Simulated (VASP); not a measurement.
# Zn (P6_3/mmc) in VASP: a series of runs

The runs below take Zn through single point, relaxation of shape and atoms at fixed volume, with PBE.

Everything below comes from runs of VASP 6.6.1. Logs are shortened: lines on timing, memory, paths and dates and some standing lists are left out, and cuts for length are marked.

## 1. The cell of the first run

The structure is hexagonal, space group P6_3/mmc (No. 194). The conventional cell has a = 2.670 Å, b = 2.670 Å, c = 4.966 Å, α = 90.00°, β = 90.00°, γ = 120.00°. Within 3.5 Å of Zn (site symmetry -6m2) lie 12 Zn at 2.67 to 2.92 Å.

## 2. Single point, PBE

The input, INCAR:

```
SYSTEM = Zn
PREC = Accurate ; ENCUT = 520
EDIFF = 1E-6 ; ISMEAR = 0
SIGMA = 0.1 ; LREAL = .False.
LASPH = .True. ; NELM = 100
ALGO = Normal ; ISIF = 2
LWAVE = .False. ; LCHARG = .True.
GGA = PE ; LELF = .True.
LVHAR = .True. ; NBANDS = 19
```

The input, KPOINTS:

```
Automatic mesh
0
Gamma
  9 9 4
  0 0 0
```

The input, POSCAR:

```
Zn
1.0
    2.6700000000      0.0000000000      0.0000000000
   -1.3350000000      2.3122878281      0.0000000000
    0.0000000000      0.0000000000      4.9660000000
Zn
2
Direct
    0.3333333333      0.6666666667      0.2500000000
    0.6666666667      0.3333333333      0.7500000000
```

Potentials or basis: VASP PAW PBE potentials, release 64 (Zn).

Started as:

```bash
cat potpaw_PBE.64/Zn/POTCAR > POTCAR
mpirun -np 1 vasp_std > vasp.out
```

OUTCAR:

```text
SYSTEM = Zn
   PREC = Accurate
   ENCUT = 520
   EDIFF = 1E-6
   ISMEAR = 0
   LREAL = .False.
   LASPH = .True.
   NELM = 100
   ISIF = 2
   GGA = PE

 ion  position               nearest neighbor table
   1  0.333  0.667  0.250-   2 2.92   2 2.92   2 2.92   2 2.92   2 2.92   2 2.92
   2  0.667  0.333  0.750-   1 2.92   1 2.92   1 2.92   1 2.92   1 2.92   1 2.92

  LATTYP: Found a hexagonal cell.
 ALAT       =     2.6700000000
 C/A-ratio  =     1.8599250936

  Lattice vectors:

 A1 = (   2.6700000000,   0.0000000000,   0.0000000000)
 A2 = (  -1.3350000000,   2.3122878281,   0.0000000000)
 A3 = (   0.0000000000,   0.0000000000,   4.9660000000)

Analysis of symmetry for initial positions (statically):
=====================================================================
 Subroutine PRICEL returns:
 Original cell was already a primitive cell.

 Routine SETGRP: Setting up the symmetry group for a
 hexagonal supercell.

 Subroutine GETGRP returns: Found 24 space group operations
 (whereof 12 operations were pure point group operations)
 out of a pool of 24 trial point group operations.

The static configuration has the point symmetry D_3d.
 The point group associated with its full space group is D_6h.

Analysis of symmetry for dynamics (positions and initial velocities):
=====================================================================
 Subroutine PRICEL returns:
 Original cell was already a primitive cell.

 Routine SETGRP: Setting up the symmetry group for a
 hexagonal supercell.

 Subroutine GETGRP returns: Found 24 space group operations
 (whereof 12 operations were pure point group operations)
 out of a pool of 24 trial point group operations.

The dynamic configuration has the point symmetry D_3d.
 The point group associated with its full space group is D_6h.

 Subroutine INISYM returns: Found 24 space group operations
 (whereof 12 operations are pure point group operations),
 and found     1 'primitive' translations

----------------------------------------------------------------------------------------

                                     Primitive cell

  volume of cell :      30.6591

  direct lattice vectors                    reciprocal lattice vectors
     2.670000000  0.000000000  0.000000000     0.374531835  0.216236056  0.000000000
    -1.335000000  2.312287828  0.000000000     0.000000000  0.432472112  0.000000000
     0.000000000  0.000000000  4.966000000     0.000000000  0.000000000  0.201369311

  length of vectors
     2.670000000  2.670000000  4.966000000     0.432472112  0.432472112  0.201369311

  position of ions in fractional coordinates (direct lattice)
     0.333333333  0.666666667  0.250000000
     0.666666667  0.333333333  0.750000000

  ion indices of the primitive-cell ions
   primitive index   ion index
                 1           1
                 2           2

----------------------------------------------------------------------------------------

 KPOINTS: Automatic mesh

Automatic generation of k-mesh.
 Grid dimensions read from file:
 generate k-points for:    9    9    4

 Generating k-lattice:

  Cartesian coordinates                     Fractional coordinates (reciprocal lattice)
     0.041614648  0.024026228  0.000000000     0.111111111  0.000000000  0.000000000
     0.000000000  0.048052457  0.000000000     0.000000000  0.111111111  0.000000000
     0.000000000  0.000000000  0.050342328     0.000000000  0.000000000  0.250000000

  Length of vectors
     0.048052457  0.048052457  0.050342328

  Shift w.r.t. Gamma in fractional coordinates (k-lattice)
     0.000000000  0.000000000  0.000000000

 Subroutine IBZKPT returns following result:
 ===========================================

 Found     36 irreducible k-points:

 Following reciprocal coordinates:
            Coordinates               Weight
  0.000000  0.000000  0.000000      1.000000
  0.111111  0.000000  0.000000      6.000000
  0.222222  0.000000  0.000000      6.000000
  0.333333  0.000000  0.000000      6.000000
  0.444444  0.000000  0.000000      6.000000
  0.111111  0.111111  0.000000      6.000000
[... 16 lines left out ...]
  0.333333  0.222222  0.250000     24.000000
  0.333333  0.333333  0.250000      4.000000
 [... further k-points ...]
   k-points           NKPTS =     36   k-points in BZ     NKDIM =     36   number of bands    NBANDS=     19
   number of dos      NEDOS =    301   number of ions     NIONS =      2
   total plane-waves  NPLWV =  16000
   dimension x,y,z NGX =    20 NGY =   20 NGZ =   40
   dimension x,y,z NGXF=    40 NGYF=   40 NGZF=   80
   ions per type =               2
   NGX,Y,Z   is equivalent  to a cutoff of  12.45, 12.45, 13.39 a.u.
   NGXF,Y,Z  is equivalent  to a cutoff of  24.91, 24.91, 26.78 a.u.
 SYSTEM =  Zn
   PREC   = accura    normal or accurate (medium, high low for compatibility)
   ISTART =      0    job   : 0-new  1-cont  2-samecut
   ICHARG =      2    charge: 1-file 2-atom 10-const
   ISPIN  =      1    spin polarized calculation?
   LNONCOLLINEAR =      F non collinear calculations
   LSORBIT =      F    spin-orbit coupling
   LASPH  =      T    aspherical Exc in radial PAW
   ENCUT  =  520.0 eV  38.22 Ry    6.18 a.u.   4.96  4.96  9.23*2*pi/ulx,y,z
   NELM   =    100;   NELMIN=  2; NELMDL= -5     # of ELM steps
   EDIFF  = 0.1E-05   stopping-criterion for ELM
   LREAL  =      F    real-space projection
   EDIFFG = 0.1E-04   stopping-criterion for IOM
   NSW    =      0    number of steps for IOM
   IBRION =     -1    ionic relax: 0-MD 1-quasi-New 2-CG
   NFREE  =      0    steps in history (QN), initial steepest desc. (CG)
   ISIF   =      2    stress and relaxation
   ISYM   =      2    0-nonsym 1-usesym 2-fastsym
   POTIM  = 0.5000    time-step for ionic-motion
   TEBEG  =    0.0;   TEEND  =   0.0 temperature during run
   PSTRESS=    0.0 pullay stress
   NELECT =      24.0000    total number of electrons
   NUPDOWN=      -1.0000    fix difference up-down
   EMIN   =  10.00;   EMAX   =-10.00  energy-range for DOS
   EFERMI =   0.00;   METHOD = LEGACY
   ISMEAR =     0;   SIGMA  =   0.10  broadening in eV -4-tet -1-fermi 0-gaus
   EFERMI_NEDOS =   21; number of points for ismear=-14 and -15
   IALGO  =     38    algorithm
   IMIX   =      4    mixing-type and parameters
     AMIX     =   0.40;   BMIX     =  1.00
     AMIX_MAG =   1.60;   BMIX_MAG =  1.00
  volume/ion in A,a.u.               =      15.33       103.45
  Fermi-wavevector in a.u.,A,eV,Ry     =   1.508778  2.851177 30.972445  2.276410
  Thomas-Fermi vector in A             =   2.619187
   LORBIT       =      0    0 simple, 1 ext, 2 COOP (PROOUT), +10 PAW based schemes
   GGA     = PE    functional components
   LHFCALC =     F    Hartree Fock is set to
   AEXX    =    0.0000 exact exchange contribution
   IVDW    =     0    specifies the selected vdW correction
   LEPSILON=     F    determine dielectric tensor
   LRPA    =     F    only Hartree local field effects (RPA)
 non-spin polarized calculation
 Gauss-broadening in eV      SIGMA  =   0.10
  energy-cutoff  :      520.00
  volume of cell :       30.66
 maximum number of plane-waves:       855
 NGX is ok and might be reduce to    20
   NGX =  9   NGY =  9   NGZ = 19

 number of electron      24.0000011 magnetization

 Free energy of the ion-electron system (eV)
  ---------------------------------------------------
  ext. energy  EPLUGINS =         0.00000000
  ---------------------------------------------------
  free energy    TOTEN  =        -2.16647044 eV

  energy without entropy =       -2.15741352  energy(sigma->0) =       -2.16194198

 E-fermi :   3.3110     XC(G=0): -11.5112

 val. band max:        3.3028016781   @ k =   0.0000   0.0000   0.2500
 cond. band min:       3.3461055689   @ k =   0.4444   0.1111   0.5000
 fundamental gap:      0.0433038909
 Fermi energy:         3.3109939329

 k-point     1 :       0.0000    0.0000    0.0000
  band No.  band energies     occupation
      1      -7.2840      2.00000
      2      -5.5232      2.00000
      3      -4.8407      2.00000
      4      -4.6109      2.00000
      5      -4.6109      2.00000
      6      -4.5623      2.00000
[... 11 lines left out ...]
     18      22.0588      0.00000
     19      22.0612      0.00000

 k-point     2 :       0.1111    0.0000    0.0000
  band No.  band energies     occupation
      1      -6.9221      2.00000
      2      -5.3754      2.00000
      3      -4.8094      2.00000
      4      -4.6406      2.00000
      5      -4.5923      2.00000
      6      -4.5277      2.00000
[... 11 lines left out ...]
     18      20.5582      0.00000
     19      22.0571      0.00000

 k-point     3 :       0.2222    0.0000    0.0000
  band No.  band energies     occupation
      1      -5.9375      2.00000
      2      -5.1410      2.00000
      3      -4.7520      2.00000
      4      -4.6761      2.00000
      5      -4.6444      2.00000
      6      -4.4605      2.00000
[... 11 lines left out ...]
     18      18.6818      0.00000
     19      18.9192      0.00000

 k-point     4 :       0.3333    0.0000    0.0000
  band No.  band energies     occupation
      1      -5.2855      2.00000
      2      -5.1821      2.00000
      3      -4.9288      2.00000
      4      -4.5967      2.00000
      5      -4.5185      2.00000
      6      -4.4152      2.00000
[... 407 lines left out ...]
     18      15.2195      0.00000
     19      17.4027      0.00000

 k-point    23 :       0.3333    0.2222    0.2500
  band No.  band energies     occupation
      1      -5.0335      2.00000
      2      -4.9510      2.00000
      3      -4.8179      2.00000
      4      -4.7747      2.00000
      5      -4.6483      2.00000
      6      -4.3932      2.00000
[... 11 lines left out ...]
     18      13.1302      0.00000
     19      16.2256      0.00000

 k-point    24 :       0.3333    0.3333    0.2500
  band No.  band energies     occupation
      1      -4.8894      2.00000
      2      -4.8244      2.00000
      3      -4.8244      2.00000
      4      -4.6923      2.00000
      5      -4.5951      2.00000
      6      -4.5951      2.00000
[... 11 lines left out ...]
     18      12.4227      0.00000
     19      13.8121      0.00000

 [... further k-points ...]

------------------------ aborting loop because EDIFF is reached ----------------------------------------

  FORCE on cell =-STRESS in cart. coord.  units (eV):
  Direction    XX          YY          ZZ          XY          YZ          ZX
  --------------------------------------------------------------------------------------
  -------------------------------------------------------------------------------------
  Total       -0.0462917     -0.0462917     -0.1868237      0.0000000      0.0000000      0.0000000
  in kB       -2.4190985     -2.4190985     -9.7629865      0.0000000      0.0000000      0.0000000
  external PRESSURE =      -4.8670612 kB  Pullay stress =       0.0000000 kB

 VOLUME and BASIS-vectors are now :
 -----------------------------------------------------------------------------
  energy-cutoff  :      520.00
  volume of cell :       30.66
      direct lattice vectors                 reciprocal lattice vectors
     2.670000000  0.000000000  0.000000000     0.374531835  0.216236056  0.000000000
    -1.335000000  2.312287828  0.000000000     0.000000000  0.432472112  0.000000000
     0.000000000  0.000000000  4.966000000     0.000000000  0.000000000  0.201369311

 POSITION                                       TOTAL-FORCE (eV/Angst)
 -----------------------------------------------------------------------------------
     -0.00000      1.54153      1.24150        -0.000000      0.000000      0.000000
      1.33500      0.77076      3.72450         0.000000     -0.000000      0.000000
 -----------------------------------------------------------------------------------
    total drift:                               -0.000000      0.000000      0.000000

  FREE ENERGIE OF THE ION-ELECTRON SYSTEM (eV)
  ---------------------------------------------------
  free  energy   TOTEN  =        -2.1664704362 eV

  energy  without entropy=       -2.1574135204  energy(sigma->0) =       -2.16194198
```

It took 12 s on 1 thread of AMD EPYC 7R13 (Zen 3), shared host; peak memory 0.12 GiB.

What came out:

```yaml
Free_energy: -2.1665 eV
Pressure: -0.5 GPa
Band_gap_on_the_k_mesh: zero (bands 12 and 13 overlap by 4.03 eV)
```

Levels at points of the mesh, in eV from the Fermi level:
```csv
k point,band 9,band 10,band 11,band 12,band 13,band 14,band 15,band 16
"(0.00, 0.00, 0.00)",-7.55,-7.35,-7.35,-3.86,-3.32,13.23,16.86,17.10
"(0.00, 0.00, 0.50)",-7.43,-7.43,-7.43,-7.43,4.27,4.27,18.38,18.38
```

## 3. Relaxation of shape and atoms at fixed volume, PBE (15.80 Å³/atom)

This run uses another cell than the first one, of 15.80 Å³/atom.

The input, INCAR:

```
PREC = Accurate
ENCUT = 600
EDIFF = 1E-6
ISMEAR = 0
SIGMA = 0.1
LREAL = False
LASPH = True
NELM = 100
ALGO = Fast
ISIF = 4
LWAVE = False
LCHARG = False
GGA = PE
IBRION = 2
NSW = 50
EDIFFG = -0.01
```

The input, KPOINTS:

```
regular mesh
0
Gamma
  18 18 8
```

The input, POSCAR:

```
Zn
1.0
    2.6593971243      0.0000000000      0.0000000000
   -1.3296985621      2.3031054684      0.0000000000
    0.0000000000      0.0000000000      5.1588249430
Zn
2
Direct
    0.3333333333      0.6666666667      0.2500000000
    0.6666666667      0.3333333333      0.7500000000
```

Potentials or basis: VASP PAW PBE potentials, release 64 (Zn).

Started as:

```bash
cat potpaw_PBE.64/Zn/POTCAR > POTCAR
mpirun -np 1 vasp_std > vasp.out
```

It took 3.6 min on 1 thread of Intel Xeon 8259CL, shared host; peak memory 0.23 GiB.

It converged, with:

- Free energy: -2.2164 eV
- Energy gained by relaxing: 0.3 meV/atom
- Ionic steps: 3
- Pressure after relaxing: -1.4 GPa
- Band gap on the k mesh: zero (bands 12 and 13 overlap by 5.40 eV)

Step by step:
| step | energy change (eV) | largest force (eV/Å) | pressure (GPa) | volume (Å³) |
| --- | --- | --- | --- | --- |
| 1 | 0.0000 | 0.0000 | -1.22 | 31.60 |
| 2 | -0.0004 | 0.0000 | -1.60 | 31.60 |
| 3 | -0.0006 | 0.0000 | -1.43 | 31.60 |

Final structure:
```yaml
crystal:
  lattice:
    - [2.65088, 0.00000, 0.00000]
    - [-1.32544, 2.29573, 0.00000]
    - [0.00000, 0.00000, 5.19202]
  atoms:
    - { symbol: Zn, position: [0.33333, 0.66667, 0.25000] }
    - { symbol: Zn, position: [0.66667, 0.33333, 0.75000] }
```

Levels at points of the mesh, in eV from the Fermi level:
```csv
k point,band 10,band 11,band 12,band 13,band 14,band 15
"(0.00, 0.00, 0.00)",-7.00,-7.00,-3.59,-3.58,11.66,15.47
"(0.50, 0.00, 0.00)",-6.77,-2.49,-1.82,2.28,3.61,3.67
"(0.00, 0.00, 0.50)",-7.07,-7.07,-7.07,3.59,3.59,19.22
"(0.50, 0.00, 0.50)",-6.78,-1.61,-1.61,0.30,0.30,9.32
```
